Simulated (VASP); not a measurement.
# ScAl9 in VASP: single point with PBE

Aim: the single point of ScAl9 with PBE.

All numbers are computed with VASP 6.6.1; they aren't measurements. Logs are shortened: lines on timing, memory, paths and dates and some standing lists are left out, and cuts for length are marked.

### Step 1. The cell of the first run

The cell holds an amorphous packing of atoms, 20 atoms: a = 8.133 Å, b = 6.142 Å, c = 6.982 Å, α = 91.74°, β = 87.36°, γ = 89.21°.

### Step 2. Single point, PBE

INCAR

```
  PREC = Accurate
  ENCUT = 520
  EDIFF = 1E-7
  ISMEAR = 0
  SIGMA = 0.1
  LREAL = Auto
  LASPH = True
  NELM = 80
  ALGO = Normal
  ISIF = 2
  LWAVE = False
  LCHARG = True
  GGA = PE
  LELF = True
  LVHAR = True
  ISYM = 0
  NBANDS = 54
```

KPOINTS

```
Automatic mesh
0
Gamma
  2 2 2
  0.5 0.5 0.5
```

POSCAR

```
ScAl9
1.0
    8.1306496905      0.0561536118      0.1831356608
    0.0444354631      6.1411777358     -0.1006002317
    0.1655875040     -0.0988509101      6.9790559029
Al Sc
18 2
Direct
    0.5480903774      0.7424674754      0.5320083506
    0.2850920431      0.4692002795      0.4403578499
    0.5029033549      0.9429434164      0.9397377009
    0.5205339658      0.5544833657      0.1369449664
    0.2555417352      0.6415782541      0.8387832699
    0.7686386671      0.2498313500      0.0392377873
    0.7420156786      0.0620245029      0.6448880816
    0.2647285036      0.8450954332      0.2423399314
    0.0236761008      0.5503512889      0.1465319299
    0.2652972460      0.2538838331      0.0298550885
    0.0337451488      0.1628690966      0.3379362485
    0.5243639412      0.3766394747      0.7512551903
    0.0244306018      0.9591461091      0.9340146884
    0.7801124203      0.6593218134      0.8639109717
    0.0043597200      0.3354224046      0.7364281561
    0.7647341202      0.4270668453      0.4246794528
    0.7862185007      0.8617073896      0.2365785518
    0.5089259125      0.1449487694      0.3123784899
    1.0023616672      0.7520351725      0.5396713519
    0.2866574613      0.0517341701      0.6364847309
```

Potentials or basis: VASP PAW PBE potentials, release 64 (Al, Sc_sv).

Command:

```
$ cat potpaw_PBE.64/Al/POTCAR potpaw_PBE.64/Sc_sv/POTCAR > POTCAR
$ mpirun -np 1 vasp_std > vasp.out
```

OUTCAR:

```text
PREC = Accurate
   ENCUT = 520
   EDIFF = 1E-7
   ISMEAR = 0
   LREAL = Auto
   LASPH = True
   NELM = 80
   ISIF = 2
   GGA = PE
   ISYM = 0

 ion  position               nearest neighbor table
   1  0.548  0.742  0.532-   7 2.66  16 2.67  12 2.76   2 2.82  17 2.88  20 2.88  18 2.97   4 2.98
                             3 3.07  14 3.10   8 3.20   5 3.21
   2  0.285  0.469  0.440-   8 2.73  18 2.78   1 2.82   4 2.85  11 2.90  19 2.91  20 2.94   5 2.94
                            12 3.04   9 3.07  10 3.13  15 3.14
   3  0.503  0.943  0.940-  10 2.74   4 2.80  14 2.85   5 2.85  18 2.85   8 2.88   7 2.88  20 2.90
                             6 2.98  12 3.01   1 3.07  17 3.21
   4  0.521  0.554  0.137-   6 2.78   8 2.78   3 2.80  18 2.83   2 2.85  14 2.87  12 2.87  10 2.91
                             1 2.98  17 2.98  16 3.00   5 3.12
   5  0.256  0.642  0.839-  13 2.74  12 2.74  10 2.77   3 2.85   9 2.87  15 2.89  20 2.93   2 2.94
                             8 3.05  19 3.08   4 3.12   1 3.21
   6  0.769  0.250  0.039-   4 2.78  13 2.78  17 2.79  14 2.83  15 2.85  16 2.87  18 2.87   9 2.90
                             7 2.97   3 2.98  12 3.00  11 3.12
   7  0.742  0.062  0.645-   1 2.66  12 2.67  16 2.76  15 2.82  19 2.88   3 2.88  14 2.97   6 2.97
                            17 3.07  18 3.11  13 3.20  11 3.20
   8  0.265  0.845  0.242-   2 2.73  11 2.74  18 2.78   9 2.78   4 2.78   3 2.88  10 2.95  19 2.98
                            20 3.01   5 3.05  13 3.06   1 3.20
   9  0.024  0.550  0.147-  17 2.74  10 2.74  11 2.77   8 2.78   5 2.87   6 2.90  16 2.92  14 2.94
                            13 2.95  19 2.97   2 3.07  15 3.13
  10  0.265  0.254  0.030-   3 2.74   9 2.74   5 2.77  13 2.78  11 2.87   4 2.91  12 2.92  18 2.94
                             8 2.95  20 2.98  15 3.06   2 3.13
  11  0.034  0.163  0.338-   8 2.74  16 2.74   9 2.77  17 2.85  10 2.87   2 2.90  19 2.94  15 2.95
                            13 3.05  20 3.08   6 3.12   7 3.20
  12  0.524  0.377  0.751-   7 2.67   5 2.74   1 2.76  14 2.85   4 2.87  20 2.92  10 2.92  16 2.96
                             6 3.00   3 3.01   2 3.04  18 3.35
  13  0.024  0.959  0.934-  15 2.73   5 2.74  10 2.78  14 2.78   6 2.78  17 2.88   9 2.95  20 2.98
                            19 3.01  11 3.05   8 3.06   7 3.20
  14  0.780  0.659  0.864-  13 2.78  15 2.78   6 2.83   3 2.85  12 2.85  17 2.85   4 2.87  19 2.91
                             9 2.94   7 2.97   1 3.10  16 3.35
  15  0.004  0.335  0.736-  13 2.73  14 2.78   7 2.82   6 2.85   5 2.89  20 2.91  19 2.94  11 2.95
                            16 3.05  10 3.06   9 3.13   2 3.14
  16  0.765  0.427  0.425-   1 2.67  11 2.74   7 2.76  18 2.85   6 2.87  19 2.92   9 2.92  12 2.96
                             4 3.00  17 3.01  15 3.05  14 3.35
  17  0.786  0.862  0.237-   9 2.74   6 2.79  18 2.85  11 2.85  14 2.85   1 2.88  13 2.88  19 2.90
                             4 2.98  16 3.01   7 3.07   3 3.21
  18  0.509  0.145  0.312-   8 2.78   2 2.78   4 2.83  16 2.85  17 2.85   3 2.85   6 2.87  20 2.91
                            10 2.94   1 2.97   7 3.11  12 3.35
  19  0.002  0.752  0.540-   7 2.88  17 2.90  14 2.91   2 2.91  16 2.92  11 2.94  15 2.94   9 2.97
                             8 2.98  13 3.01  20 3.06   5 3.08
  20  0.287  0.052  0.636-   1 2.88   3 2.90  18 2.91  15 2.91  12 2.92   5 2.93   2 2.94  10 2.98
                            13 2.98   8 3.01  19 3.06  11 3.08

IMPORTANT INFORMATION: All symmetrisations will be switched off!
NOSYMM: (Re-)initialisation of all symmetry stuff for point group C_1.

----------------------------------------------------------------------------------------

                                     Primitive cell

  volume of cell :     348.1903

  direct lattice vectors                    reciprocal lattice vectors
     8.130649691  0.056153612  0.183135661     0.123063950 -0.000938497 -0.002933151
     0.044435463  6.141177736 -0.100600232    -0.001177524  0.162881986  0.002334989
     0.165587504 -0.098850910  6.979055903    -0.003246264  0.002372504  0.143396482

  length of vectors
     8.132905771  6.142162396  6.981719847     0.123102477  0.162902977  0.143452843

  position of ions in fractional coordinates (direct lattice)
     0.548090377  0.742467475  0.532008351
     0.285092043  0.469200280  0.440357850
     0.502903355  0.942943416  0.939737701
     0.520533966  0.554483366  0.136944966
     0.255541735  0.641578254  0.838783270
     0.768638667  0.249831350  0.039237787
[... 12 lines left out ...]
     0.002361667  0.752035173  0.539671352
     0.286657461  0.051734170  0.636484731

  ion indices of the primitive-cell ions
   primitive index   ion index
                 1           1
                 2           2
                 3           3
                 4           4
                 5           5
                 6           6
[... 12 lines left out ...]
                19          19
                20          20

----------------------------------------------------------------------------------------

 KPOINTS: Automatic mesh

Automatic generation of k-mesh.
 Grid dimensions read from file:
 generate k-points for:    2    2    2

 Generating k-lattice:

  Cartesian coordinates                     Fractional coordinates (reciprocal lattice)
     0.061531975 -0.000469249 -0.001466575     0.500000000  0.000000000  0.000000000
    -0.000588762  0.081440993  0.001167494     0.000000000  0.500000000  0.000000000
    -0.001623132  0.001186252  0.071698241    -0.000000000  0.000000000  0.500000000

  Length of vectors
     0.061551239  0.081451489  0.071726421

  Shift w.r.t. Gamma in fractional coordinates (k-lattice)
     0.500000000  0.500000000  0.500000000

 Subroutine IBZKPT returns following result:
 ===========================================

 Found      4 irreducible k-points:

 Following reciprocal coordinates:
            Coordinates               Weight
  0.250000  0.250000  0.250000      2.000000
 -0.250000  0.250000  0.250000      2.000000
  0.250000 -0.250000  0.250000      2.000000
 -0.250000 -0.250000  0.250000      2.000000
   k-points           NKPTS =      4   k-points in BZ     NKDIM =      4   number of bands    NBANDS=     54
   number of dos      NEDOS =    301   number of ions     NIONS =     20
   total plane-waves  NPLWV = 155520
   dimension x,y,z NGX =    60 NGY =   48 NGZ =   54
   dimension x,y,z NGXF=   120 NGYF=   96 NGZF=  108
   ions per type =              18   2
   NGX,Y,Z   is equivalent  to a cutoff of  12.26, 12.99, 12.86 a.u.
   NGXF,Y,Z  is equivalent  to a cutoff of  24.53, 25.98, 25.72 a.u.
 SYSTEM =  unknown system
   PREC   = accura    normal or accurate (medium, high low for compatibility)
   ISTART =      0    job   : 0-new  1-cont  2-samecut
   ICHARG =      2    charge: 1-file 2-atom 10-const
   ISPIN  =      1    spin polarized calculation?
   LNONCOLLINEAR =      F non collinear calculations
   LSORBIT =      F    spin-orbit coupling
   LASPH  =      T    aspherical Exc in radial PAW
   ENCUT  =  520.0 eV  38.22 Ry    6.18 a.u.  15.12 11.42 12.98*2*pi/ulx,y,z
   NELM   =     80;   NELMIN=  2; NELMDL= -5     # of ELM steps
   EDIFF  = 0.1E-06   stopping-criterion for ELM
   LREAL  =      T    real-space projection
   EDIFFG = 0.1E-05   stopping-criterion for IOM
   NSW    =      0    number of steps for IOM
   IBRION =     -1    ionic relax: 0-MD 1-quasi-New 2-CG
   NFREE  =      0    steps in history (QN), initial steepest desc. (CG)
   ISIF   =      2    stress and relaxation
   ISYM   =      0    0-nonsym 1-usesym 2-fastsym
   POTIM  = 0.5000    time-step for ionic-motion
   TEBEG  =    0.0;   TEEND  =   0.0 temperature during run
   PSTRESS=    0.0 pullay stress
   NELECT =      76.0000    total number of electrons
   NUPDOWN=      -1.0000    fix difference up-down
   EMIN   =  10.00;   EMAX   =-10.00  energy-range for DOS
   EFERMI =   0.00;   METHOD = LEGACY
   ISMEAR =     0;   SIGMA  =   0.10  broadening in eV -4-tet -1-fermi 0-gaus
   EFERMI_NEDOS =   21; number of points for ismear=-14 and -15
   IALGO  =     38    algorithm
   IMIX   =      4    mixing-type and parameters
     AMIX     =   0.40;   BMIX     =  1.00
     AMIX_MAG =   1.60;   BMIX_MAG =  1.00
  volume/ion in A,a.u.               =      17.41       117.49
  Fermi-wavevector in a.u.,A,eV,Ry     =   0.985690  1.862684 13.219220  0.971585
  Thomas-Fermi vector in A             =   2.117016
   LORBIT       =      0    0 simple, 1 ext, 2 COOP (PROOUT), +10 PAW based schemes
   GGA     = PE    functional components
   LHFCALC =     F    Hartree Fock is set to
   AEXX    =    0.0000 exact exchange contribution
   IVDW    =     0    specifies the selected vdW correction
   LEPSILON=     F    determine dielectric tensor
   LRPA    =     F    only Hartree local field effects (RPA)
 non-spin polarized calculation
 Gauss-broadening in eV      SIGMA  =   0.10
  energy-cutoff  :      520.00
  volume of cell :      348.19
 maximum number of plane-waves:      9385
   NGX = 31   NGY = 23   NGZ = 25

 number of electron      75.9999999 magnetization

 Free energy of the ion-electron system (eV)
  ---------------------------------------------------
  ext. energy  EPLUGINS =         0.00000000
  ---------------------------------------------------
  free energy    TOTEN  =       -81.62816924 eV

  energy without entropy =      -81.60785422  energy(sigma->0) =      -81.61801173

 E-fermi :   7.2445     XC(G=0): -10.1340

 val. band max:        7.1375176736   @ k =  -0.2500   0.2500   0.2500
 cond. band min:       7.3180171492   @ k =   0.2500   0.2500   0.2500
 fundamental gap:      0.1804994755
 Fermi energy:         7.2444847800

 k-point     1 :       0.2500    0.2500    0.2500
  band No.  band energies     occupation
      1     -41.8382      2.00000
      2     -41.8164      2.00000
      3     -20.6110      2.00000
      4     -20.5770      2.00000
      5     -20.5488      2.00000
      6     -20.5031      2.00000
[... 42 lines left out ...]
     49       9.3641      0.00000
     50       9.5638      0.00000

 k-point     2 :      -0.2500    0.2500    0.2500
  band No.  band energies     occupation
      1     -41.8382      2.00000
      2     -41.8164      2.00000
      3     -20.6110      2.00000
      4     -20.5769      2.00000
      5     -20.5488      2.00000
      6     -20.5031      2.00000
[... 42 lines left out ...]
     49       9.3863      0.00000
     50       9.4182      0.00000

 k-point     3 :       0.2500   -0.2500    0.2500
  band No.  band energies     occupation
      1     -41.8382      2.00000
      2     -41.8164      2.00000
      3     -20.6110      2.00000
      4     -20.5769      2.00000
      5     -20.5488      2.00000
      6     -20.5031      2.00000
[... 42 lines left out ...]
     49       9.2747      0.00000
     50       9.5042      0.00000

 k-point     4 :      -0.2500   -0.2500    0.2500
  band No.  band energies     occupation
      1     -41.8382      2.00000
      2     -41.8164      2.00000
      3     -20.6110      2.00000
      4     -20.5769      2.00000
      5     -20.5488      2.00000
      6     -20.5031      2.00000
[... 42 lines left out ...]
     49       9.1097      0.00000
     50       9.3889      0.00000
 [bands above 50 left out]

------------------------ aborting loop because EDIFF is reached ----------------------------------------

  FORCE on cell =-STRESS in cart. coord.  units (eV):
  Direction    XX          YY          ZZ          XY          YZ          ZX
  --------------------------------------------------------------------------------------
  -------------------------------------------------------------------------------------
  Total        0.2059234      0.0534432     -0.1523013     -0.2726023      0.0314903     -0.1047470
  in kB        0.9475442      0.2459158     -0.7008053     -1.2543636      0.1449006     -0.4819871
  external PRESSURE =       0.1642182 kB  Pullay stress =       0.0000000 kB

 VOLUME and BASIS-vectors are now :
 -----------------------------------------------------------------------------
  energy-cutoff  :      520.00
  volume of cell :      348.19
      direct lattice vectors                 reciprocal lattice vectors
     8.130649691  0.056153612  0.183135661     0.123063950 -0.000938497 -0.002933151
     0.044435463  6.141177736 -0.100600232    -0.001177524  0.162881986  0.002334989
     0.165587504 -0.098850910  6.979055903    -0.003246264  0.002372504  0.143396482

 POSITION                                       TOTAL-FORCE (eV/Angst)
 -----------------------------------------------------------------------------------
      4.57742      4.53781      3.73860         0.006421     -0.010117     -0.000843
      2.41175      2.85392      3.07829        -0.003117      0.004474      0.008860
      4.28644      5.72613      6.55572         0.013414     -0.001310     -0.001984
      4.27959      3.42087      0.99529        -0.004675      0.010225      0.013299
      2.24512      3.87148      5.83617        -0.003637     -0.003076     -0.008675
      6.26713      1.57354      0.38947         0.003455     -0.009550     -0.011795
[... 12 lines left out ...]
      0.14198      4.56517      3.69117        -0.007415     -0.003786      0.020330
      2.43840      0.27089      4.48936         0.012811      0.004248     -0.019607
 -----------------------------------------------------------------------------------
    total drift:                               -0.014487      0.007376      0.003995

  FREE ENERGIE OF THE ION-ELECTRON SYSTEM (eV)
  ---------------------------------------------------
  free  energy   TOTEN  =       -81.6281692370 eV

  energy  without entropy=      -81.6078542241  energy(sigma->0) =      -81.61801173
```

Run time: 1.8 min. Hardware: 1 thread of Intel Xeon Platinum 8375C at 2.90GHz (Ice Lake), shared host; peak memory 0.38 GiB.

Results:

| Item | Value |
| --- | --- |
| Free energy | -81.6282 eV |
| Pressure | 0.0 GPa |
| Largest force | 0.024 eV/Å |
| Band gap on the k mesh | 0.18 eV, indirect (least direct gap 0.28 eV) |

Forces in eV/Å, atoms in the order of the input:
```
Al   0.006 -0.010 -0.001
Al  -0.003  0.004  0.009
Al   0.013 -0.001 -0.002
Al  -0.005  0.010  0.013
Al  -0.004 -0.003 -0.009
Al   0.003 -0.010 -0.012
Al  -0.012  0.012 -0.003
Al   0.015 -0.014  0.002
Al  -0.006 -0.012 -0.007
Al   0.005  0.017  0.004
Al   0.007 -0.005  0.009
Al   0.005  0.010 -0.003
Al  -0.019  0.014 -0.006
Al  -0.009  0.003  0.005
Al   0.003 -0.006 -0.007
Al  -0.005 -0.001  0.004
Al  -0.013  0.001  0.002
Al   0.010 -0.008 -0.002
Sc  -0.007 -0.004  0.020
Sc   0.013  0.004 -0.020
```

Stress tensor (GPa, compression positive):
```
 0.09 -0.13 -0.05
-0.13  0.02  0.01
-0.05  0.01 -0.07
```

Levels at points of the mesh, in eV from the valence-band top:
```tsv
k point	band 34	band 35	band 36	band 37	band 38	band 39	band 40	band 41	band 42	band 43
(0.25, 0.25, 0.25)	-0.88	-0.70	-0.39	-0.33	-0.10	0.18	0.62	0.68	1.00	1.20
```
